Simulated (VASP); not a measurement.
# CaO (Fm-3m) in VASP: a series of runs

Runs on CaO. Level: PBE. Tasks: single point.

All numbers are computed with VASP 6.6.1; they aren't measurements. Logs are shortened: lines on timing, memory, paths and dates and some standing lists are left out, and cuts for length are marked.

## Step 1: The cell of the first run

It takes space group Fm-3m (No. 225, cubic). The conventional cell has a = 4.682 Å, b = 4.682 Å, c = 4.682 Å, α = 90.00°, β = 90.00°, γ = 90.00°. Within 3.1 Å of Ca (site symmetry m-3m) lie 6 O at 2.34 Å. Within 3.1 Å of O (site symmetry m-3m) lie 6 Ca at 2.34 Å.

## Step 2: Single point, PBE (volume scaled by 0.91)

Input file INCAR:

```
SYSTEM = CaO
PREC = Accurate ; ENCUT = 520
EDIFF = 1E-6 ; ISMEAR = 0
SIGMA = 0.02 ; LREAL = .FALSE.
LASPH = .TRUE. ; NELM = 60
ALGO = Normal ; ISIF = 2
LWAVE = .FALSE. ; LCHARG = .FALSE.
GGA = PE ; NBANDS = 15
```

Input file KPOINTS:

```
Automatic mesh
0
G
  8 8 8
  0 0 0
```

Input file POSCAR:

```
CaO
1.0
    0.0000000000      2.3407690060      2.3407690060
    2.3407690060      0.0000000000      2.3407690060
    2.3407690060      2.3407690060      0.0000000000
Ca O
1 1
Direct
    0.0000000000      0.0000000000      0.0000000000
    0.5000000000      0.5000000000      0.5000000000
```

Potentials or basis: VASP PAW PBE potentials, release 64 (Ca_sv, O).

Launch:

```sh
> cat potpaw_PBE.64/Ca_sv/POTCAR potpaw_PBE.64/O/POTCAR > POTCAR
> mpirun -np 1 vasp_std > vasp.out
```

OUTCAR:

```text
SYSTEM = CaO
   PREC = Accurate
   ENCUT = 520
   EDIFF = 1E-6
   ISMEAR = 0
   LREAL = .FALSE.
   LASPH = .TRUE.
   NELM = 60
   ISIF = 2
   GGA = PE

 ion  position               nearest neighbor table
   1  0.000  0.000  0.000-   2 2.34   2 2.34   2 2.34   2 2.34   2 2.34   2 2.34
   2  0.500  0.500  0.500-   1 2.34   1 2.34   1 2.34   1 2.34   1 2.34   1 2.34

  LATTYP: Found a face centered cubic cell.
 ALAT       =     4.6815380120

  Lattice vectors:

 A1 = (   0.0000000000,   2.3407690060,   2.3407690060)
 A2 = (   2.3407690060,   0.0000000000,   2.3407690060)
 A3 = (   2.3407690060,   2.3407690060,   0.0000000000)

Analysis of symmetry for initial positions (statically):
=====================================================================
 Subroutine PRICEL returns:
 Original cell was already a primitive cell.

 Routine SETGRP: Setting up the symmetry group for a
 face centered cubic supercell.

 Subroutine GETGRP returns: Found 48 space group operations
 (whereof 48 operations were pure point group operations)
 out of a pool of 48 trial point group operations.

The static configuration has the point symmetry O_h .

Analysis of symmetry for dynamics (positions and initial velocities):
=====================================================================
 Subroutine PRICEL returns:
 Original cell was already a primitive cell.

 Routine SETGRP: Setting up the symmetry group for a
 face centered cubic supercell.

 Subroutine GETGRP returns: Found 48 space group operations
 (whereof 48 operations were pure point group operations)
 out of a pool of 48 trial point group operations.

The dynamic configuration has the point symmetry O_h .

 Subroutine INISYM returns: Found 48 space group operations
 (whereof 48 operations are pure point group operations),
 and found     1 'primitive' translations

----------------------------------------------------------------------------------------

                                     Primitive cell

  volume of cell :      25.6511

  direct lattice vectors                    reciprocal lattice vectors
     0.000000000  2.340769006  2.340769006    -0.213605016  0.213605016  0.213605016
     2.340769006  0.000000000  2.340769006     0.213605016 -0.213605016  0.213605016
     2.340769006  2.340769006  0.000000000     0.213605016  0.213605016 -0.213605016

  length of vectors
     3.310347275  3.310347275  3.310347275     0.369974740  0.369974740  0.369974740

  position of ions in fractional coordinates (direct lattice)
     0.000000000  0.000000000  0.000000000
     0.500000000  0.500000000  0.500000000

  ion indices of the primitive-cell ions
   primitive index   ion index
                 1           1
                 2           2

----------------------------------------------------------------------------------------

 KPOINTS: Automatic mesh

Automatic generation of k-mesh.
 Grid dimensions read from file:
 generate k-points for:    8    8    8

 Generating k-lattice:

  Cartesian coordinates                     Fractional coordinates (reciprocal lattice)
    -0.026700627  0.026700627  0.026700627     0.125000000  0.000000000  0.000000000
     0.026700627 -0.026700627  0.026700627     0.000000000  0.125000000  0.000000000
     0.026700627  0.026700627 -0.026700627     0.000000000  0.000000000  0.125000000

  Length of vectors
     0.046246842  0.046246842  0.046246842

  Shift w.r.t. Gamma in fractional coordinates (k-lattice)
     0.000000000  0.000000000  0.000000000

 Subroutine IBZKPT returns following result:
 ===========================================

 Found     29 irreducible k-points:

 Following reciprocal coordinates:
            Coordinates               Weight
  0.000000  0.000000  0.000000      1.000000
  0.125000  0.000000  0.000000      8.000000
  0.250000  0.000000  0.000000      8.000000
  0.375000  0.000000  0.000000      8.000000
  0.500000  0.000000  0.000000      4.000000
  0.125000  0.125000  0.000000      6.000000
[... 16 lines left out ...]
  0.500000  0.250000  0.125000     48.000000
 -0.375000  0.250000  0.125000     24.000000
 [... further k-points ...]
   k-points           NKPTS =     29   k-points in BZ     NKDIM =     29   number of bands    NBANDS=     15
   number of dos      NEDOS =    301   number of ions     NIONS =      2
   total plane-waves  NPLWV =  21952
   dimension x,y,z NGX =    28 NGY =   28 NGZ =   28
   dimension x,y,z NGXF=    56 NGYF=   56 NGZF=   56
   ions per type =               1   1
   NGX,Y,Z   is equivalent  to a cutoff of  14.06, 14.06, 14.06 a.u.
   NGXF,Y,Z  is equivalent  to a cutoff of  28.12, 28.12, 28.12 a.u.
 SYSTEM =  CaO
   PREC   = accura    normal or accurate (medium, high low for compatibility)
   ISTART =      0    job   : 0-new  1-cont  2-samecut
   ICHARG =      2    charge: 1-file 2-atom 10-const
   ISPIN  =      1    spin polarized calculation?
   LNONCOLLINEAR =      F non collinear calculations
   LSORBIT =      F    spin-orbit coupling
   LASPH  =      T    aspherical Exc in radial PAW
   ENCUT  =  520.0 eV  38.22 Ry    6.18 a.u.   6.16  6.16  6.16*2*pi/ulx,y,z
   NELM   =     60;   NELMIN=  2; NELMDL= -5     # of ELM steps
   EDIFF  = 0.1E-05   stopping-criterion for ELM
   LREAL  =      F    real-space projection
   EDIFFG = 0.1E-04   stopping-criterion for IOM
   NSW    =      0    number of steps for IOM
   IBRION =     -1    ionic relax: 0-MD 1-quasi-New 2-CG
   NFREE  =      0    steps in history (QN), initial steepest desc. (CG)
   ISIF   =      2    stress and relaxation
   ISYM   =      2    0-nonsym 1-usesym 2-fastsym
   POTIM  = 0.5000    time-step for ionic-motion
   TEBEG  =    0.0;   TEEND  =   0.0 temperature during run
   PSTRESS=    0.0 pullay stress
   NELECT =      16.0000    total number of electrons
   NUPDOWN=      -1.0000    fix difference up-down
   EMIN   =  10.00;   EMAX   =-10.00  energy-range for DOS
   EFERMI =   0.00;   METHOD = LEGACY
   ISMEAR =     0;   SIGMA  =   0.02  broadening in eV -4-tet -1-fermi 0-gaus
   EFERMI_NEDOS =   21; number of points for ismear=-14 and -15
   IALGO  =     38    algorithm
   IMIX   =      4    mixing-type and parameters
     AMIX     =   0.40;   BMIX     =  1.00
     AMIX_MAG =   1.60;   BMIX_MAG =  1.00
  volume/ion in A,a.u.               =      12.83        86.55
  Fermi-wavevector in a.u.,A,eV,Ry     =   1.398770  2.643292 26.620576  1.956557
  Thomas-Fermi vector in A             =   2.521895
   LORBIT       =      0    0 simple, 1 ext, 2 COOP (PROOUT), +10 PAW based schemes
   GGA     = PE    functional components
   LHFCALC =     F    Hartree Fock is set to
   AEXX    =    0.0000 exact exchange contribution
   IVDW    =     0    specifies the selected vdW correction
   LEPSILON=     F    determine dielectric tensor
   LRPA    =     F    only Hartree local field effects (RPA)
 non-spin polarized calculation
 Gauss-broadening in eV      SIGMA  =   0.02
  energy-cutoff  :      520.00
  volume of cell :       25.65
 maximum number of plane-waves:       701
 NGX is ok and might be reduce to    28
   NGX = 13   NGY = 13   NGZ = 13

 number of electron      16.0000000 magnetization

 Free energy of the ion-electron system (eV)
  ---------------------------------------------------
  ext. energy  EPLUGINS =         0.00000000
  ---------------------------------------------------
  free energy    TOTEN  =       -12.70299481 eV

  energy without entropy =      -12.70299481  energy(sigma->0) =      -12.70299481

 E-fermi :   2.9029     XC(G=0): -10.8671

 val. band max:        2.8192289360   @ k =   0.0000   0.0000   0.0000
 cond. band min:       6.4154340480   @ k =   0.5000   0.5000   0.0000
 fundamental gap:      3.5962051119
 Fermi energy:         2.9028759293

 k-point     1 :       0.0000    0.0000    0.0000
  band No.  band energies     occupation
      1     -34.5087      2.00000
      2     -15.2046      2.00000
      3     -15.2046      2.00000
      4     -15.2046      2.00000
      5     -12.8688      2.00000
      6       2.8192      2.00000
      7       2.8192      2.00000
      8       2.8192      2.00000
      9       8.2043      0.00000
     10       9.2292      0.00000
     11       9.2292      0.00000
     12       9.2292      0.00000
     13      10.8759      0.00000
     14      10.8759      0.00000
     15      18.3869      0.00000

 k-point     2 :       0.1250    0.0000    0.0000
  band No.  band energies     occupation
      1     -34.4875      2.00000
      2     -15.5224      2.00000
      3     -15.2143      2.00000
      4     -15.2143      2.00000
      5     -12.5453      2.00000
      6       2.2599      2.00000
      7       2.5760      2.00000
      8       2.5760      2.00000
      9       8.8928      0.00000
     10       9.2059      0.00000
     11       9.5210      0.00000
     12       9.5210      0.00000
     13      11.2960      0.00000
     14      11.2960      0.00000
     15      19.0571      0.00000

 k-point     3 :       0.2500    0.0000    0.0000
  band No.  band energies     occupation
      1     -34.4360      2.00000
      2     -16.0988      2.00000
      3     -15.2374      2.00000
      4     -15.2374      2.00000
      5     -11.9530      2.00000
      6       1.1899      2.00000
      7       2.0605      2.00000
      8       2.0605      2.00000
      9       9.3097      0.00000
     10      10.2887      0.00000
     11      10.2887      0.00000
     12      10.3935      0.00000
     13      12.2988      0.00000
     14      12.2988      0.00000
     15      19.6002      0.00000

 k-point     4 :       0.3750    0.0000    0.0000
  band No.  band energies     occupation
      1     -34.3838      2.00000
      2     -16.5495      2.00000
      3     -15.2602      2.00000
      4     -15.2602      2.00000
      5     -11.4819      2.00000
      6       0.3166      2.00000
      7       1.6171      2.00000
      8       1.6171      2.00000
      9       9.8373      0.00000
     10      11.1850      0.00000
     11      11.1850      0.00000
     12      11.6076      0.00000
     13      13.3801      0.00000
     14      13.3801      0.00000
     15      18.6419      0.00000
[... 307 lines left out ...]
 k-point    22 :       0.3750    0.2500    0.1250
  band No.  band energies     occupation
      1     -34.3985      2.00000
      2     -16.1447      2.00000
      3     -15.4122      2.00000
      4     -15.2840      2.00000
      5     -11.9140      2.00000
      6       0.8701      2.00000
      7       1.9439      2.00000
      8       2.2831      2.00000
      9       8.3188      0.00000
     10      10.5356      0.00000
     11      11.0572      0.00000
     12      11.4434      0.00000
     13      12.2937      0.00000
     14      13.6725      0.00000
     15      20.1370      0.00000

 k-point    23 :       0.5000    0.2500    0.1250
  band No.  band energies     occupation
      1     -34.3571      2.00000
      2     -16.3402      2.00000
      3     -15.4964      2.00000
      4     -15.3327      2.00000
      5     -11.7470      2.00000
      6       0.6942      2.00000
      7       1.6263      2.00000
      8       1.9284      2.00000
      9       8.8910      0.00000
     10      10.7780      0.00000
     11      11.7174      0.00000
     12      11.9313      0.00000
     13      13.3633      0.00000
     14      14.6891      0.00000
     15      18.6217      0.00000

 k-point    24 :      -0.3750    0.2500    0.1250
  band No.  band energies     occupation
      1     -34.3399      2.00000
      2     -16.4185      2.00000
      3     -15.5154      2.00000
      4     -15.3667      2.00000
      5     -11.6841      2.00000
      6       0.6431      2.00000
      7       1.6145      2.00000
      8       1.6467      2.00000
      9       9.8778      0.00000
     10       9.9617      0.00000
     11      12.0410      0.00000
     12      12.3739      0.00000
     13      13.6712      0.00000
     14      15.5260      0.00000
     15      17.7245      0.00000

 [... further k-points ...]
[... 5 lines left out ...]
  --------------------------------------------------------------------------------------
  -------------------------------------------------------------------------------------
  Total        2.0872629      2.0872629      2.0872629     -0.0000000      0.0000000      0.0000000
  in kB      130.3713228    130.3713228    130.3713228     -0.0000000      0.0000000      0.0000000
  external PRESSURE =     130.3713228 kB  Pullay stress =       0.0000000 kB

 VOLUME and BASIS-vectors are now :
 -----------------------------------------------------------------------------
  energy-cutoff  :      520.00
  volume of cell :       25.65
      direct lattice vectors                 reciprocal lattice vectors
     0.000000000  2.340769006  2.340769006    -0.213605016  0.213605016  0.213605016
     2.340769006  0.000000000  2.340769006     0.213605016 -0.213605016  0.213605016
     2.340769006  2.340769006  0.000000000     0.213605016  0.213605016 -0.213605016

 POSITION                                       TOTAL-FORCE (eV/Angst)
 -----------------------------------------------------------------------------------
      0.00000      0.00000      0.00000         0.000000      0.000000      0.000000
      2.34077      2.34077      2.34077        -0.000000     -0.000000     -0.000000
 -----------------------------------------------------------------------------------
    total drift:                                0.000000      0.000000      0.000000

  FREE ENERGIE OF THE ION-ELECTRON SYSTEM (eV)
  ---------------------------------------------------
  free  energy   TOTEN  =       -12.7029948055 eV

  energy  without entropy=      -12.7029948055  energy(sigma->0) =      -12.70299481
```

Run time: 9.1 s. Hardware: 1 thread of Intel Xeon Platinum 8488C (Sapphire Rapids), shared host; peak memory 0.16 GiB.

Results:

```yaml
Free_energy: -12.7030 eV
Pressure: 13.0 GPa
Band_gap_on_the_k_mesh: 3.60 eV, indirect (least direct gap 3.95 eV)
```

 A k mesh can miss the band edges.

[end of part 1 of 2]
